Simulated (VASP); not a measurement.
# SnO2 in VASP: notebook

Runs on SnO2. Level: PBE. Tasks: single point.

Everything below comes from runs of VASP 6.6.1. Logs are shortened: lines on timing, memory, paths and dates and some standing lists are left out, and cuts for length are marked.

**1. The cell of the first run**

Symmetry: R-3m, No. 166, trigonal system. The conventional cell has a = 3.413 Å, b = 3.413 Å, c = 14.764 Å, α = 90.00°, β = 90.00°, γ = 120.00°. Within 3.0 Å of Sn (site symmetry -3m) lie 6 O at 2.25 Å. O (site symmetry 3m) has 3 Sn at 2.25 Å and 3 O at 2.92 Å within 3.0 Å.

**2. Single point, PBE (strained)**

INCAR

```
SYSTEM = SnO2
PREC     = Accurate       ! precision mode
ENCUT    = 520            ! plane-wave cutoff, eV
EDIFF    = 1E-6           ! SCF threshold, eV
ISMEAR   = 0              ! smearing method
SIGMA    = 0.02           ! smearing width, eV
LREAL    = .False.        ! projectors in reciprocal space
LASPH    = .True.         ! aspherical terms in the spheres
NELM     = 80             ! most SCF steps
ALGO     = Normal         ! electronic algorithm
ISIF     = 2              ! what is computed and relaxed
LWAVE    = .False.        ! write WAVECAR
LCHARG   = .True.         ! write CHGCAR
GGA      = PE             ! functional
LELF     = .True.         ! ELF
LVHAR    = .True.       
NBANDS   = 20             ! bands
```

KPOINTS

```
regular mesh
0
Gamma
  12 12 12
  0 0 0
```

POSCAR

```
SnO2
1.0
    1.7063242711      0.9851467773      4.9214715053
   -1.7063242711      0.9851467773      4.9214715053
    0.0000000000     -1.9702935545      4.9214715053
Sn O
1 2
Direct
    0.5000000000      0.5000000000      0.5000000000
    0.2397212369      0.2397212369      0.2397212369
    0.7602787631      0.7602787631      0.7602787631
```

Potentials or basis: VASP PAW PBE potentials, release 64 (Sn_d, O).

On the command line:

```sh
> cat potpaw_PBE.64/Sn_d/POTCAR potpaw_PBE.64/O/POTCAR > POTCAR
> mpirun -np 1 vasp_std > vasp.out
```

OUTCAR:

```text
SYSTEM = SnO2
   PREC = Accurate
   ENCUT = 520
   EDIFF = 1E-6
   ISMEAR = 0
   LREAL = .False.
   LASPH = .True.
   NELM = 80
   ISIF = 2
   GGA = PE

 ion  position               nearest neighbor table
   1  0.500  0.500  0.500-   2 2.25   2 2.25   3 2.25   3 2.25   2 2.25   3 2.25
   2  0.240  0.240  0.240-   1 2.25   1 2.25   1 2.25
   3  0.760  0.760  0.760-   1 2.25   1 2.25   1 2.25

  LATTYP: Found a trigonal (rhomboedric) cell.
 ALAT       =     5.3012204697
 COS(alpha) =     0.7927944424

  Lattice vectors:

 A1 = (   1.7063242711,   0.9851467773,   4.9214715053)
 A2 = (  -1.7063242711,   0.9851467773,   4.9214715053)
 A3 = (   0.0000000000,  -1.9702935545,   4.9214715053)

Analysis of symmetry for initial positions (statically):
=====================================================================
 Subroutine PRICEL returns:
 Original cell was already a primitive cell.

 Routine SETGRP: Setting up the symmetry group for a
 trigonal (rhombohedral) supercell.

 Subroutine GETGRP returns: Found 12 space group operations
 (whereof 12 operations were pure point group operations)
 out of a pool of 12 trial point group operations.

The static configuration has the point symmetry D_3d.

Analysis of symmetry for dynamics (positions and initial velocities):
=====================================================================
 Subroutine PRICEL returns:
 Original cell was already a primitive cell.

 Routine SETGRP: Setting up the symmetry group for a
 trigonal (rhombohedral) supercell.

 Subroutine GETGRP returns: Found 12 space group operations
 (whereof 12 operations were pure point group operations)
 out of a pool of 12 trial point group operations.

The dynamic configuration has the point symmetry D_3d.

 Subroutine INISYM returns: Found 12 space group operations
 (whereof 12 operations are pure point group operations),
 and found     1 'primitive' translations

----------------------------------------------------------------------------------------

                                     Primitive cell

  volume of cell :      49.6374

  direct lattice vectors                    reciprocal lattice vectors
     1.706324271  0.985146777  4.921471505     0.293027538  0.169179528  0.067730420
    -1.706324271  0.985146777  4.921471505    -0.293027538  0.169179528  0.067730420
     0.000000000 -1.970293554  4.921471505     0.000000000 -0.338359056  0.067730420

  length of vectors
     5.301220470  5.301220470  5.301220470     0.345071385  0.345071385  0.345071385

  position of ions in fractional coordinates (direct lattice)
     0.500000000  0.500000000  0.500000000
     0.239721237  0.239721237  0.239721237
     0.760278763  0.760278763  0.760278763

  ion indices of the primitive-cell ions
   primitive index   ion index
                 1           1
                 2           2
                 3           3

----------------------------------------------------------------------------------------

 KPOINTS: regular mesh

Automatic generation of k-mesh.
 Grid dimensions read from file:
 generate k-points for:   12   12   12

 Generating k-lattice:

  Cartesian coordinates                     Fractional coordinates (reciprocal lattice)
     0.024418961  0.014098294  0.005644202     0.083333333  0.000000000 -0.000000000
    -0.024418961  0.014098294  0.005644202     0.000000000  0.083333333 -0.000000000
     0.000000000 -0.028196588  0.005644202    -0.000000000 -0.000000000  0.083333333

  Length of vectors
     0.028755949  0.028755949  0.028755949

  Shift w.r.t. Gamma in fractional coordinates (k-lattice)
     0.000000000  0.000000000  0.000000000

 Subroutine IBZKPT returns following result:
 ===========================================

 Found    189 irreducible k-points:

 Following reciprocal coordinates:
            Coordinates               Weight
  0.000000  0.000000  0.000000      1.000000
  0.083333  0.000000  0.000000      6.000000
  0.166667  0.000000  0.000000      6.000000
  0.250000  0.000000  0.000000      6.000000
  0.333333  0.000000 -0.000000      6.000000
  0.416667  0.000000  0.000000      6.000000
[... 16 lines left out ...]
  0.500000  0.166667  0.000000     12.000000
 -0.416667  0.166667  0.000000     12.000000
 [... further k-points ...]
   k-points           NKPTS =    189   k-points in BZ     NKDIM =    189   number of bands    NBANDS=     20
   number of dos      NEDOS =    301   number of ions     NIONS =      3
   total plane-waves  NPLWV =  64000
   dimension x,y,z NGX =    40 NGY =   40 NGZ =   40
   dimension x,y,z NGXF=    80 NGYF=   80 NGZF=   80
   ions per type =               1   2
   NGX,Y,Z   is equivalent  to a cutoff of  12.54, 12.54, 12.54 a.u.
   NGXF,Y,Z  is equivalent  to a cutoff of  25.09, 25.09, 25.09 a.u.
 SYSTEM =  SnO2
   PREC   = accura    normal or accurate (medium, high low for compatibility)
   ISTART =      0    job   : 0-new  1-cont  2-samecut
   ICHARG =      2    charge: 1-file 2-atom 10-const
[... 36 lines left out ...]
   LRPA    =     F    only Hartree local field effects (RPA)
 non-spin polarized calculation
 Gauss-broadening in eV      SIGMA  =   0.02
  energy-cutoff  :      520.00
  volume of cell :       49.64
 maximum number of plane-waves:      1354
   NGX = 19   NGY = 19   NGZ = 19

 number of electron      26.0000001 magnetization

 Free energy of the ion-electron system (eV)
  ---------------------------------------------------
  ext. energy  EPLUGINS =         0.00000000
  ---------------------------------------------------
  free energy    TOTEN  =       -17.76058697 eV

  energy without entropy =      -17.76058697  energy(sigma->0) =      -17.76058697

 E-fermi :   2.3324     XC(G=0):  -9.4230

 val. band max:        2.2252473619   @ k =  -0.0833   0.0833   0.0000
 cond. band min:       3.1630179166   @ k =   0.0000   0.0000   0.0000
 fundamental gap:      0.9377705547
 Fermi energy:         2.3323614540

 k-point     1 :       0.0000    0.0000    0.0000
  band No.  band energies     occupation
      1     -18.0067      2.00000
      2     -17.8922      2.00000
      3     -17.8922      2.00000
      4     -17.8359      2.00000
      5     -17.8359      2.00000
      6     -14.9923      2.00000
[... 12 lines left out ...]
     19      17.9538      0.00000
     20      17.9538      0.00000

 k-point     2 :       0.0833    0.0000    0.0000
  band No.  band energies     occupation
      1     -17.9976      2.00000
      2     -17.9176      2.00000
      3     -17.8855      2.00000
      4     -17.8405      2.00000
      5     -17.8344      2.00000
      6     -14.9475      2.00000
[... 12 lines left out ...]
     19      16.7324      0.00000
     20      18.0156      0.00000

 k-point     3 :       0.1667    0.0000    0.0000
  band No.  band energies     occupation
      1     -18.0059      2.00000
      2     -17.9568      2.00000
      3     -17.8737      2.00000
      4     -17.8485      2.00000
      5     -17.8239      2.00000
      6     -14.8143      2.00000
[... 12 lines left out ...]
     19      15.5246      0.00000
     20      18.2265      0.00000

 k-point     4 :       0.2500    0.0000    0.0000
  band No.  band energies     occupation
      1     -18.0987      2.00000
      2     -17.9323      2.00000
      3     -17.8708      2.00000
      4     -17.8533      2.00000
      5     -17.7961      2.00000
      6     -14.6043      2.00000
[... 12 lines left out ...]
     19      14.6185      0.00000
     20      18.1331      0.00000

 k-point     5 :       0.3333    0.0000   -0.0000
  band No.  band energies     occupation
      1     -18.1924      2.00000
      2     -17.9158      2.00000
      3     -17.8740      2.00000
      4     -17.8457      2.00000
      5     -17.7619      2.00000
      6     -14.3535      2.00000
[... 12 lines left out ...]
     19      14.0661      0.00000
     20      16.8001      0.00000
[... 353 lines left out ...]
      6     -14.4608      2.00000
[... 12 lines left out ...]
     19      14.6128      0.00000
     20      16.9821      0.00000

 k-point    22 :       0.4167    0.1667    0.0000
  band No.  band energies     occupation
      1     -18.1646      2.00000
      2     -17.9440      2.00000
      3     -17.8847      2.00000
      4     -17.8555      2.00000
      5     -17.7688      2.00000
      6     -14.1943      2.00000
[... 12 lines left out ...]
     19      14.7770      0.00000
     20      16.0621      0.00000

 k-point    23 :       0.5000    0.1667    0.0000
  band No.  band energies     occupation
      1     -18.2075      2.00000
      2     -17.9435      2.00000
      3     -17.8906      2.00000
      4     -17.8392      2.00000
      5     -17.7662      2.00000
      6     -13.9482      2.00000
[... 12 lines left out ...]
     19      15.1318      0.00000
     20      15.3003      0.00000

 k-point    24 :      -0.4167    0.1667    0.0000
  band No.  band energies     occupation
      1     -18.2231      2.00000
      2     -17.9442      2.00000
      3     -17.8931      2.00000
      4     -17.8284      2.00000
      5     -17.7687      2.00000
      6     -13.8452      2.00000
[... 12 lines left out ...]
     19      14.6177      0.00000
     20      15.5201      0.00000

 [... further k-points ...]
[... 5 lines left out ...]
  --------------------------------------------------------------------------------------
  -------------------------------------------------------------------------------------
  Total       -5.8777155     -5.8777155     -3.2603898      0.0000000     -0.0000000      0.0000000
  in kB     -189.7188174   -189.7188174   -105.2377074      0.0000000     -0.0000000      0.0000000
  external PRESSURE =    -161.5584474 kB  Pullay stress =       0.0000000 kB

 VOLUME and BASIS-vectors are now :
 -----------------------------------------------------------------------------
  energy-cutoff  :      520.00
  volume of cell :       49.64
      direct lattice vectors                 reciprocal lattice vectors
     1.706324271  0.985146777  4.921471505     0.293027538  0.169179528  0.067730420
    -1.706324271  0.985146777  4.921471505    -0.293027538  0.169179528  0.067730420
     0.000000000 -1.970293554  4.921471505     0.000000000 -0.338359056  0.067730420

 POSITION                                       TOTAL-FORCE (eV/Angst)
 -----------------------------------------------------------------------------------
      0.00000      0.00000      7.38221        -0.000000      0.000000      0.000000
      0.00000      0.00000      3.53934         0.000000     -0.000000     -1.427221
      0.00000      0.00000     11.22507         0.000000      0.000000      1.427221
 -----------------------------------------------------------------------------------
    total drift:                                0.000000      0.000000     -0.000000

  FREE ENERGIE OF THE ION-ELECTRON SYSTEM (eV)
  ---------------------------------------------------
  free  energy   TOTEN  =       -17.7605869717 eV

  energy  without entropy=      -17.7605869717  energy(sigma->0) =      -17.76058697
```

Wall time 3.6 min (1 thread of AMD EPYC 9R45 (Zen 5), shared host); peak memory 0.32 GiB.

Results:

```yaml
Free_energy: -17.7606 eV
Pressure: -16.2 GPa
Largest_force: 1.427 eV/Å
Band_gap_on_the_k_mesh: 0.94 eV (least direct gap 0.95 eV)
```

Forces on the atoms (eV/Å):
```
Sn   0.000  0.000  0.000
O    0.000  0.000 -1.427
O    0.000  0.000  1.427
```

Levels at points of the mesh, in eV from the valence-band top:
| k point | band 9 | band 10 | band 11 | band 12 | band 13 | band 14 | band 15 | band 16 | band 17 | band 18 |
| --- | --- | --- | --- | --- | --- | --- | --- | --- | --- | --- |
| (0.00, 0.00, 0.00) | -1.16 | -1.16 | -0.96 | -0.96 | -0.01 | 0.94 | 4.87 | 9.48 | 9.48 | 10.82 |
| (0.50, 0.00, 0.00) | -3.57 | -2.53 | -1.37 | -0.70 | -0.57 | 3.76 | 6.64 | 8.72 | 10.65 | 11.35 |
| (0.50, 0.50, 0.00) | -3.79 | -2.63 | -1.03 | -0.56 | -0.09 | 3.55 | 5.91 | 9.14 | 10.48 | 10.62 |
| (0.50, 0.50, 0.50) | -1.23 | -1.23 | -1.02 | -0.90 | -0.90 | 2.15 | 4.72 | 9.62 | 9.62 | 12.05 |

Caveat: the cell differs from its parent crystal (strained); the cell stands under tension; spin-orbit coupling is left out, which moves the levels of the heavy elements; forces of over 1 eV/Å act on the atoms, so gaps and moduli don't describe the material at rest.

**3. Single point, PBE (strained)**

INCAR

```
ALGO = Normal ; EDIFF = 1E-7
ENCUT = 520 ; GGA = PE
ISIF = 2 ; ISMEAR = 0
LASPH = True ; LCHARG = True
LELF = True ; LREAL = False
LVHAR = True ; LWAVE = False
NBANDS = 20 ; NELM = 60
PREC = Accurate ; SIGMA = 0.02
```

KPOINTS

```
k-points
0
Gamma
  12 12 12
```

POSCAR

```
SnO2
1.0
    1.6473650576      0.9511066595      5.3225130097
   -1.6473650576      0.9511066595      5.3225130097
    0.0000000000     -1.9022133189      5.3225130097
Sn O
1 2
Direct
    0.5000000000      0.5000000000      0.5000000000
    0.2422724737      0.2422724737      0.2422724737
    0.7577275263      0.7577275263      0.7577275263
```

Potentials or basis: VASP PAW PBE potentials, release 64 (Sn_d, O).

On the command line:

```sh
> cat potpaw_PBE.64/Sn_d/POTCAR potpaw_PBE.64/O/POTCAR > POTCAR
> mpirun -np 1 vasp_std > vasp.out
```

Wall time 4.4 min (1 thread of AMD EPYC 9R45 (Zen 5), shared host); peak memory 0.34 GiB.

Results (log left out):

| Item | Value |
| --- | --- |
| Free energy | -17.6193 eV |
| Pressure | -14.8 GPa |
| Largest force | 2.366 eV/Å |
| Band gap on the k mesh | 1.55 eV (least direct gap 1.58 eV) |

Forces on the atoms (eV/Å):
```
Sn   0.000  0.000  0.000
O    0.000  0.000 -2.366
O    0.000  0.000  2.366
```

Stress tensor (GPa, compression positive):
```
-12.98   0.00   0.00
  0.00 -12.98   0.00
  0.00   0.00 -18.42
```

Levels at points of the mesh, in eV from the valence-band top:
| k point | band 9 | band 10 | band 11 | band 12 | band 13 | band 14 | band 15 | band 16 | band 17 | band 18 |
| --- | --- | --- | --- | --- | --- | --- | --- | --- | --- | --- |
| (0.00, 0.00, 0.00) | -0.72 | -0.72 | -0.45 | -0.45 | -0.03 | 1.55 | 5.28 | 10.36 | 10.36 | 10.94 |
| (0.50, 0.00, 0.00) | -3.55 | -1.94 | -1.45 | -0.42 | -0.41 | 3.94 | 6.38 | 9.39 | 10.45 | 11.03 |
| (0.50, 0.50, 0.00) | -3.70 | -2.00 | -1.22 | -0.33 | -0.03 | 3.73 | 5.88 | 9.49 | 10.39 | 10.78 |
| (0.50, 0.50, 0.50) | -0.81 | -0.76 | -0.76 | -0.42 | -0.42 | 2.50 | 5.04 | 10.44 | 10.44 | 11.77 |

Caveat: the cell differs from its parent crystal (strained); the cell stands under tension; spin-orbit coupling is left out, which moves the levels of the heavy elements; forces of over 1 eV/Å act on the atoms, so gaps and moduli don't describe the material at rest.

**4. Single point, PBE (one atom moved)**

INCAR

```
ALGO     = Normal         # electronic algorithm
EDIFF    = 1E-6           # SCF threshold, eV
ENCUT    = 520            # plane-wave cutoff, eV
GGA      = PE             # functional
ISIF     = 2              # what is computed and relaxed
ISMEAR   = 0              # smearing method
LASPH    = True           # aspherical terms in the spheres
LCHARG   = True           # write CHGCAR
LELF     = True           # ELF
LREAL    = False          # projectors in reciprocal space
LVHAR    = True         
LWAVE    = False          # write WAVECAR
NBANDS   = 20             # bands
NELM     = 60             # most SCF steps
PREC     = Accurate       # precision mode
SIGMA    = 0.02           # smearing width, eV
```

KPOINTS is that of step 3.

POSCAR

```
SnO2
1.0
    1.6170930752      0.9336291223      4.8005925840
   -1.6170930752      0.9336291223      4.8005925840
    0.0000000000     -1.8672582446      4.8005925840
Sn O
1 2
Direct
    0.5139138559      0.4860861441      0.5000000000
    0.2371700000      0.2371700000      0.2371700000
    0.7628300000      0.7628300000      0.7628300000
```

On the command line:

```sh
> cat potpaw_PBE.64/Sn_d/POTCAR potpaw_PBE.64/O/POTCAR > POTCAR
> mpirun -np 1 vasp_std > vasp.out
```

Wall time 4.9 min (1 thread of Intel Xeon Platinum 8559C (Emerald Rapids), shared host); peak memory 0.53 GiB.

Results (log left out):

| Property | Result |
| --- | --- |
| Free energy | -18.1863 eV |
| Pressure | 0.2 GPa |
| Largest force | 0.606 eV/Å |
| Band gap on the k mesh | 1.91 eV (least direct gap 2.02 eV) |

Forces on the atoms (eV/Å):
```
Sn  -0.606  0.000  0.000
O    0.303  0.027 -0.060
O    0.303 -0.027  0.060
```

Stress tensor (GPa, compression positive):
```
 0.55  0.00  0.00
 0.00  0.35  0.20
 0.00  0.20 -0.40
```

Levels at points of the mesh, in eV from the valence-band top:
| k point | band 9 | band 10 | band 11 | band 12 | band 13 | band 14 | band 15 | band 16 | band 17 | band 18 |
| --- | --- | --- | --- | --- | --- | --- | --- | --- | --- | --- |
| (0.00, 0.00, 0.00) | -1.27 | -1.27 | -0.89 | -0.88 | -0.11 | 1.91 | 5.71 | 11.01 | 11.02 | 11.69 |
| (0.50, 0.00, 0.00) | -4.11 | -2.93 | -1.46 | -0.59 | -0.55 | 5.29 | 7.71 | 10.05 | 12.29 | 12.67 |
| (0.00, 0.00, 0.50) | -4.12 | -2.92 | -1.46 | -0.59 | -0.56 | 5.29 | 7.71 | 10.04 | 12.25 | 12.72 |
| (0.50, 0.50, 0.00) | -4.35 | -3.01 | -1.14 | -0.45 | -0.03 | 5.03 | 6.91 | 10.70 | 11.30 | 12.46 |
| (0.50, 0.00, 0.50) | -4.34 | -3.02 | -1.13 | -0.45 | -0.02 | 5.03 | 6.90 | 10.70 | 11.31 | 12.52 |
| (0.50, 0.50, 0.50) | -1.33 | -1.33 | -1.25 | -0.84 | -0.84 | 3.16 | 5.64 | 11.19 | 11.20 | 12.12 |

Caveat: the cell differs from its parent crystal (one atom moved); spin-orbit coupling is left out, which moves the levels of the heavy elements. A k mesh can miss the band edges.

**5. Summary**

```csv
cell,gap on the mesh (eV),pressure (GPa),largest force (eV/Å)
"a = 5.301 Å, angles 37.6°, 3 atoms, atomic positions A",0.94,-16.2,1.43
"a = 5.652 Å, angles 33.9°, 3 atoms, atomic positions B",1.55,-14.8,2.37
"a = 5.151 Å, angles 36.6°, 3 atoms, atomic positions C",1.91,0.2,0.61
```

Alike in all rows: task single point; level PBE; potentials or basis VASP PAW PBE potentials, release 64 (Sn_d, O); no spin polarisation; k mesh 12 × 12 × 12; cutoff (eV) 520; smearing gaussian 0.02 eV.

Caveats: spin-orbit coupling is left out, which moves the levels of the heavy elements; the cell stands under tension (at least some runs); forces of over 1 eV/Å act on the atoms, so gaps and moduli don't describe the material at rest (at least some runs).

Total energies depend on the potentials used, so only differences within one code and one set of settings carry meaning.
